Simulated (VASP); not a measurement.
# Si62P (a cell with a defect) in VASP: single point with PBE

Aim: the single point of Si62P (a cell with a defect) with PBE.

All numbers are computed with VASP 6.6.1; they aren't measurements. Logs are shortened: lines on timing, memory, paths and dates and some standing lists are left out, and cuts for length are marked.

**1. The cell of the first run**

The cell holds a defect, 63 atoms: a = 10.860 Å, b = 10.860 Å, c = 10.860 Å, α = 90.00°, β = 90.00°, γ = 90.00°.

**2. Single point, PBE**

INCAR reads:

```
ALGO = Normal ; EDIFF = 1E-6
ENCUT = 520 ; GGA = PE
ISIF = 2 ; ISMEAR = 0
LASPH = T ; LCHARG = F
LREAL = Auto ; LWAVE = F
NBANDS = 164 ; NELECT = 254.0
NELM = 60 ; PREC = Accurate
SIGMA = 0.02
```

KPOINTS reads:

```
k-points
0
Gamma
  1 1 1
```

POSCAR reads:

```
Si62P
1.0
   10.8600000000      0.0000000000      0.0000000000
    0.0000000000     10.8600000000      0.0000000000
    0.0000000000      0.0000000000     10.8600000000
Si P
62 1
Direct
    0.5012543278     -0.0012543278     -0.0012543278
    0.6266108656      0.1245138122      0.1245138122
    0.7533052486      0.2509489871      0.0022995396
    0.8803951197      0.3753743094      0.1309142726
    0.7533052486      0.0022995396      0.2509489871
    0.8803951197      0.1309142726      0.3753743094
    0.0020262431     -0.0014874770     -0.0014874770
    0.1259636280      0.1247983425      0.1247983425
    0.2510942910      0.2489057090     -0.0011902394
    0.3752016575      0.3740363720      0.1247983425
    0.5014874770      0.4979737569     -0.0014874770
    0.6249604052      0.6233085635      0.1269210866
    0.7492279006      0.7507720994      0.0026200737
    0.8766914365      0.8750395948      0.1269210866
    0.2510942910     -0.0011902394      0.2489057090
    0.3752016575      0.1247983425      0.3740363720
    0.5011902394      0.2489057090      0.2489057090
    0.6241179558      0.3751044199      0.3751044199
    0.7526717311      0.4996162063      0.2539988950
    0.8764784530      0.6235215470      0.3843099448
    0.5014874770     -0.0014874770      0.4979737569
    0.6249604052      0.1269210866      0.6233085635
    0.7526717311      0.2539988950      0.4996162063
    0.8764784530      0.3843099448      0.6235215470
    0.7492279006      0.0026200737      0.7507720994
    0.8766914365      0.1269210866      0.8750395948
    0.0005594843      0.4994405157      0.0009514733
    0.1246256906      0.6196048803      0.1309142726
    0.2490510129      0.7466947514      0.0022995396
    0.3754861878      0.8733891344      0.1245138122
    0.0148942910      0.2550197053      0.2550197053
    0.2449802947      0.4851057090      0.2550197053
    0.3690857274      0.6196048803      0.3753743094
    0.4977004604      0.7466947514      0.2509489871
    0.6260197053      0.8739802947      0.3737738490
    0.0005594843      0.0009514733      0.4994405157
    0.1246256906      0.1309142726      0.6196048803
    0.2449802947      0.2550197053      0.4851057090
    0.3690857274      0.3753743094      0.6196048803
    0.4990485267      0.4994405157      0.4994405157
    0.6218827808      0.6260950276      0.6260950276
    0.7489277164      0.7510722836      0.5027523941
    0.8739049724      0.8781172192      0.6260950276
    0.2490510129      0.0022995396      0.7466947514
    0.3754861878      0.1245138122      0.8733891344
    0.4977004604      0.2509489871      0.7466947514
    0.6260197053      0.3737738490      0.8739802947
    0.7489277164      0.5027523941      0.7510722836
    0.8739049724      0.6260950276      0.8781172192
    0.0003837937      0.7473282689      0.2539988950
    0.1248955801      0.8758820442      0.3751044199
    0.1156900552      0.6235215470      0.6235215470
    0.2460011050      0.7473282689      0.4996162063
    0.3730789134      0.8750395948      0.6233085635
    0.0003837937      0.2539988950      0.7473282689
    0.1248955801      0.3751044199      0.8758820442
    0.2460011050      0.4996162063      0.7473282689
    0.3730789134      0.6233085635      0.8750395948
    0.4973799263      0.7507720994      0.7507720994
    0.6252758748      0.8747241252      0.8747241252
   -0.0027523941      0.7510722836      0.7510722836
    0.1262261510      0.8739802947      0.8739802947
    0.0037623389      0.4962376611      0.4962376611
```

Potentials or basis: VASP PAW PBE potentials, release 64 (Si, P).

Launch:

```sh
$ cat potpaw_PBE.64/Si/POTCAR potpaw_PBE.64/P/POTCAR > POTCAR
$ mpirun -np 1 vasp_gam > vasp.out
```

OUTCAR:

```text
EDIFF = 1E-6
   ENCUT = 520
   GGA = PE
   ISIF = 2
   ISMEAR = 0
   LASPH = T
   LREAL = Auto
   NELECT = 254.0
   NELM = 60
   PREC = Accurate

 ion  position               nearest neighbor table
   1  0.501  0.999  0.999-  60 2.33  30 2.36  45 2.36   2 2.36
   2  0.627  0.125  0.125-  17 2.35   5 2.35   3 2.35   1 2.36
   3  0.753  0.251  0.002-  26 2.35   2 2.35  47 2.37   4 2.38
   4  0.880  0.375  0.131-  27 2.35  19 2.35  31 2.38   3 2.38
   5  0.753  0.002  0.251-  14 2.35   2 2.35  35 2.37   6 2.38
   6  0.880  0.131  0.375-  36 2.35  23 2.35  31 2.38   5 2.38
[... 22 lines left out ...]
  29  0.249  0.747  0.002-  58 2.35  30 2.35  62 2.37  28 2.38
  30  0.375  0.873  0.125-  15 2.35  29 2.35  34 2.35   1 2.36
  31  0.015  0.255  0.255-   8 2.34   6 2.38   4 2.38
  32  0.245  0.485  0.255-  10 2.34  33 2.38  28 2.38
  33  0.369  0.620  0.375-  40 2.35  53 2.35  32 2.38  34 2.38
  34  0.498  0.747  0.251-  12 2.35  30 2.35  35 2.37  33 2.38
  35  0.626  0.874  0.374-  21 2.34  42 2.35  34 2.37   5 2.37
  36  0.001  0.001  0.499-  51 2.34  37 2.35   6 2.35  43 2.36
  37  0.125  0.131  0.620-  36 2.35  55 2.35  38 2.38  44 2.38
  38  0.245  0.255  0.485-  16 2.34  37 2.38  39 2.38
  39  0.369  0.375  0.620-  40 2.35  57 2.35  38 2.38  46 2.38
  40  0.499  0.499  0.499-  18 2.34  33 2.35  39 2.35  41 2.36
  41  0.622  0.626  0.626-  59 2.34  48 2.35  42 2.35  40 2.36
  42  0.749  0.751  0.503-  20 2.34  35 2.35  41 2.35  43 2.35
  43  0.874  0.878  0.626-  25 2.34  42 2.35  61 2.35  36 2.36
  44  0.249  0.002  0.747-  54 2.35  45 2.35  62 2.37  37 2.38
[... 16 lines left out ...]
  61  0.997  0.751  0.751-  52 2.34  62 2.35  43 2.35  49 2.35
  62  0.126  0.874  0.874-   7 2.34  61 2.35  44 2.37  29 2.37
  63  0.004  0.496  0.496-  20 2.30  24 2.30  52 2.30

  LATTYP: Found a simple cubic cell.
 ALAT       =    10.8600000000

  Lattice vectors:

 A1 = (  10.8600000000,   0.0000000000,   0.0000000000)
 A2 = (   0.0000000000,  10.8600000000,   0.0000000000)
 A3 = (   0.0000000000,   0.0000000000,  10.8600000000)

Analysis of symmetry for initial positions (statically):
=====================================================================
 Subroutine PRICEL returns:
 Original cell was already a primitive cell.

 Routine SETGRP: Setting up the symmetry group for a
 simple cubic supercell.

 Subroutine GETGRP returns: Found  6 space group operations
 (whereof  2 operations were pure point group operations)
 out of a pool of 48 trial point group operations.

The static configuration has the point symmetry C_1h.
 The point group associated with its full space group is C_3v.

Analysis of symmetry for dynamics (positions and initial velocities):
=====================================================================
 Subroutine PRICEL returns:
 Original cell was already a primitive cell.

 Routine SETGRP: Setting up the symmetry group for a
 simple cubic supercell.

 Subroutine GETGRP returns: Found  6 space group operations
 (whereof  2 operations were pure point group operations)
 out of a pool of 48 trial point group operations.

The dynamic configuration has the point symmetry C_1h.
 The point group associated with its full space group is C_3v.

 Subroutine INISYM returns: Found  6 space group operations
 (whereof  2 operations are pure point group operations),
 and found     1 'primitive' translations

----------------------------------------------------------------------------------------

                                     Primitive cell

  volume of cell :    1280.8241

  direct lattice vectors                    reciprocal lattice vectors
    10.860000000  0.000000000  0.000000000     0.092081031  0.000000000  0.000000000
     0.000000000 10.860000000  0.000000000     0.000000000  0.092081031  0.000000000
     0.000000000  0.000000000 10.860000000     0.000000000  0.000000000  0.092081031

  length of vectors
    10.860000000 10.860000000 10.860000000     0.092081031  0.092081031  0.092081031

  position of ions in fractional coordinates (direct lattice)
     0.501254328  0.998745672  0.998745672
     0.626610866  0.124513812  0.124513812
     0.753305249  0.250948987  0.002299540
     0.880395120  0.375374309  0.130914273
     0.753305249  0.002299540  0.250948987
     0.880395120  0.130914273  0.375374309
[... 55 lines left out ...]
     0.126226151  0.873980295  0.873980295
     0.003762339  0.496237661  0.496237661

  ion indices of the primitive-cell ions
   primitive index   ion index
                 1           1
                 2           2
                 3           3
                 4           4
                 5           5
                 6           6
[... 55 lines left out ...]
                62          62
                63          63

----------------------------------------------------------------------------------------

 KPOINTS: k-points

Automatic generation of k-mesh.
 Grid dimensions read from file:
 generate k-points for:    1    1    1

 Generating k-lattice:

  Cartesian coordinates                     Fractional coordinates (reciprocal lattice)
     0.092081031  0.000000000  0.000000000     1.000000000  0.000000000  0.000000000
     0.000000000  0.092081031  0.000000000     0.000000000  1.000000000  0.000000000
     0.000000000  0.000000000  0.092081031     0.000000000  0.000000000  1.000000000

  Length of vectors
     0.092081031  0.092081031  0.092081031

  Shift w.r.t. Gamma in fractional coordinates (k-lattice)
     0.000000000  0.000000000  0.000000000

 Subroutine IBZKPT returns following result:
 ===========================================

 Found      1 irreducible k-points:

 Following reciprocal coordinates:
            Coordinates               Weight
  0.000000  0.000000  0.000000      1.000000
   k-points           NKPTS =      1   k-points in BZ     NKDIM =      1   number of bands    NBANDS=    164
   number of dos      NEDOS =    301   number of ions     NIONS =     63
   total plane-waves  NPLWV = 592704
   dimension x,y,z NGX =    84 NGY =   84 NGZ =   84
   dimension x,y,z NGXF=   168 NGYF=  168 NGZF=  168
   ions per type =              62   1
   NGX,Y,Z   is equivalent  to a cutoff of  12.86, 12.86, 12.86 a.u.
   NGXF,Y,Z  is equivalent  to a cutoff of  25.72, 25.72, 25.72 a.u.
 SYSTEM =  unknown system
   PREC   = accura    normal or accurate (medium, high low for compatibility)
   ISTART =      0    job   : 0-new  1-cont  2-samecut
   ICHARG =      2    charge: 1-file 2-atom 10-const
   ISPIN  =      1    spin polarized calculation?
   LNONCOLLINEAR =      F non collinear calculations
   LSORBIT =      F    spin-orbit coupling
   LASPH  =      T    aspherical Exc in radial PAW
   ENCUT  =  520.0 eV  38.22 Ry    6.18 a.u.  20.19 20.19 20.19*2*pi/ulx,y,z
   NELM   =     60;   NELMIN=  2; NELMDL= -5     # of ELM steps
   EDIFF  = 0.1E-05   stopping-criterion for ELM
   LREAL  =      T    real-space projection
   EDIFFG = 0.1E-04   stopping-criterion for IOM
   NSW    =      0    number of steps for IOM
   IBRION =     -1    ionic relax: 0-MD 1-quasi-New 2-CG
   NFREE  =      0    steps in history (QN), initial steepest desc. (CG)
   ISIF   =      2    stress and relaxation
   ISYM   =      2    0-nonsym 1-usesym 2-fastsym
   POTIM  = 0.5000    time-step for ionic-motion
   TEBEG  =    0.0;   TEEND  =   0.0 temperature during run
   PSTRESS=    0.0 pullay stress
   NELECT =     254.0000    total number of electrons
   NUPDOWN=      -1.0000    fix difference up-down
   EMIN   =  10.00;   EMAX   =-10.00  energy-range for DOS
   EFERMI =   0.00;   METHOD = LEGACY
   ISMEAR =     0;   SIGMA  =   0.02  broadening in eV -4-tet -1-fermi 0-gaus
   EFERMI_NEDOS =   21; number of points for ismear=-14 and -15
   IALGO  =     38    algorithm
   IMIX   =      4    mixing-type and parameters
     AMIX     =   0.40;   BMIX     =  1.00
     AMIX_MAG =   1.60;   BMIX_MAG =  1.00
  volume/ion in A,a.u.               =      20.33       137.20
  Fermi-wavevector in a.u.,A,eV,Ry     =   0.954677  1.804077 12.400449  0.911407
  Thomas-Fermi vector in A             =   2.083445
   LORBIT       =      0    0 simple, 1 ext, 2 COOP (PROOUT), +10 PAW based schemes
   GGA     = PE    functional components
   LHFCALC =     F    Hartree Fock is set to
   AEXX    =    0.0000 exact exchange contribution
   IVDW    =     0    specifies the selected vdW correction
   LEPSILON=     F    determine dielectric tensor
   LRPA    =     F    only Hartree local field effects (RPA)
 non-spin polarized calculation
 Gauss-broadening in eV      SIGMA  =   0.02
  energy-cutoff  :      520.00
  volume of cell :     1280.82
 maximum number of plane-waves:     17229
 NGX is ok and might be reduce to    84
   NGX = 41   NGY = 41   NGZ = 41

 number of electron     253.9999990 magnetization

 Free energy of the ion-electron system (eV)
  ---------------------------------------------------
  ext. energy  EPLUGINS =         0.00000000
  ---------------------------------------------------
  free energy    TOTEN  =      -326.52144467 eV

  energy without entropy =     -326.49887709  energy(sigma->0) =     -326.51016088

 E-fermi :   6.3100     XC(G=0):  -9.3541

 val. band max:        6.3099934359   @ k =   0.0000   0.0000   0.0000
 cond. band min:       6.3099934360   @ k =   0.0000   0.0000   0.0000
 fundamental gap:      0.0000000001
 Fermi energy:         6.3099934359

 k-point     1 :       0.0000    0.0000    0.0000
  band No.  band energies     occupation
      1      -6.3420      2.00000
      2      -5.7651      2.00000
      3      -5.1674      2.00000
      4      -5.1674      2.00000
      5      -5.1306      2.00000
      6      -5.1306      2.00000
[... 131 lines left out ...]
    138       6.9223      0.00000
    139       6.9469      0.00000
 [bands above 139 left out]

------------------------ aborting loop because EDIFF is reached ----------------------------------------

  FORCE on cell =-STRESS in cart. coord.  units (eV):
  Direction    XX          YY          ZZ          XY          YZ          ZX
  --------------------------------------------------------------------------------------
  -------------------------------------------------------------------------------------
  Total       22.4347097     22.4347097     22.4347097     -6.9154428      6.9154428     -6.9154428
  in kB       28.0634824     28.0634824     28.0634824     -8.6504978      8.6504978     -8.6504978
  external PRESSURE =      28.0634824 kB  Pullay stress =       0.0000000 kB

 VOLUME and BASIS-vectors are now :
 -----------------------------------------------------------------------------
  energy-cutoff  :      520.00
  volume of cell :     1280.82
      direct lattice vectors                 reciprocal lattice vectors
    10.860000000  0.000000000  0.000000000     0.092081031  0.000000000  0.000000000
     0.000000000 10.860000000  0.000000000     0.000000000  0.092081031  0.000000000
     0.000000000  0.000000000 10.860000000     0.000000000  0.000000000  0.092081031

 POSITION                                       TOTAL-FORCE (eV/Angst)
 -----------------------------------------------------------------------------------
      5.44362     10.84638     10.84638        -0.008029      0.008029      0.008029
      6.80499      1.35222      1.35222         0.002690     -0.004112     -0.004112
      8.18089      2.72531      0.02497        -0.007718      0.004406      0.000311
      9.56109      4.07657      1.42173        -0.002393     -0.004806     -0.005327
      8.18089      0.02497      2.72531        -0.007718      0.000311      0.004406
      9.56109      1.42173      4.07657        -0.002393     -0.005327     -0.004806
[... 55 lines left out ...]
      1.37082      9.49143      9.49143        -0.003248     -0.000347     -0.000347
      0.04086      5.38914      5.38914        -0.011874      0.011874      0.011874
 -----------------------------------------------------------------------------------
    total drift:                               -0.010939      0.010939      0.010939

  FREE ENERGIE OF THE ION-ELECTRON SYSTEM (eV)
  ---------------------------------------------------
  free  energy   TOTEN  =      -326.5214446708 eV

  energy  without entropy=     -326.4988770874  energy(sigma->0) =     -326.51016088
```

It took 5.4 min on 1 thread of Oxide Virtual Turin-like, shared host; peak memory 1 GiB.

What came out:

```
Free energy   : -326.5214 eV
Largest force : 0.021 eV/Å
```

Forces in eV/Å, atoms in the order of the input:
```
Si  -0.008  0.008  0.008
Si   0.003 -0.004 -0.004
Si  -0.008  0.004  0.000
Si  -0.002 -0.005 -0.005
Si  -0.008  0.000  0.004
Si  -0.002 -0.005 -0.005
Si  -0.006  0.002  0.002
Si   0.001 -0.002 -0.002
Si  -0.002  0.002  0.007
Si   0.002 -0.001 -0.002
Si  -0.002  0.006  0.002
Si   0.003 -0.008  0.001
Si  -0.005  0.005 -0.003
Si   0.008 -0.003  0.001
Si  -0.002  0.007  0.002
Si   0.002 -0.002 -0.001
Si  -0.007  0.002  0.002
Si  -0.007  0.000  0.000
Si   0.005 -0.007  0.002
Si   0.008 -0.008  0.002
Si  -0.002  0.002  0.006
Si   0.003  0.001 -0.008
Si   0.005  0.002 -0.007
Si   0.008  0.002 -0.008
Si  -0.005 -0.003  0.005
Si   0.008  0.001 -0.003
Si   0.000  0.000  0.002
Si   0.005  0.002 -0.005
Si  -0.004  0.008  0.000
Si   0.004 -0.003 -0.004
Si   0.006  0.007  0.007
Si  -0.007 -0.006  0.007
Si   0.005  0.002 -0.005
Si   0.000  0.008  0.004
Si   0.000  0.000  0.003
Si   0.000  0.002  0.000
Si   0.005 -0.005  0.002
Si  -0.007  0.007 -0.006
Si   0.005 -0.005  0.002
Si  -0.002  0.000  0.000
Si   0.001 -0.006 -0.006
Si  -0.003  0.003 -0.003
Si   0.006 -0.001 -0.006
Si  -0.004  0.000  0.008
Si   0.004 -0.004 -0.003
Si   0.000  0.004  0.008
Si   0.000  0.003  0.000
Si  -0.003 -0.003  0.003
Si   0.006 -0.006 -0.001
Si   0.007 -0.005  0.002
Si   0.000  0.007  0.000
Si  -0.002 -0.008 -0.008
Si  -0.002 -0.005 -0.007
Si  -0.001 -0.003 -0.008
Si   0.007  0.002 -0.005
Si   0.000  0.000  0.007
Si  -0.002 -0.007 -0.005
Si  -0.001 -0.008 -0.003
Si   0.003  0.005  0.005
Si   0.000  0.000  0.000
Si   0.003  0.003  0.003
Si  -0.003  0.000  0.000
P   -0.012  0.012  0.012
```

Levels at points of the mesh, in eV from the Fermi level:
```
           k point  band 122  band 123  band 124  band 125  band 126  band 127  band 128  band 129  band 130  band 131
(0.00, 0.00, 0.00)     -1.74     -1.28     -0.87     -0.87     -0.49      0.00      0.00      0.10      0.10      0.10
```

Caveat: the k points lie up to 0.58 Å⁻¹ apart; the cell carries a net charge on a neutralising background, which shifts energy and pressure; the cell is charged against a uniform background, so pressure and absolute levels hang on convention.
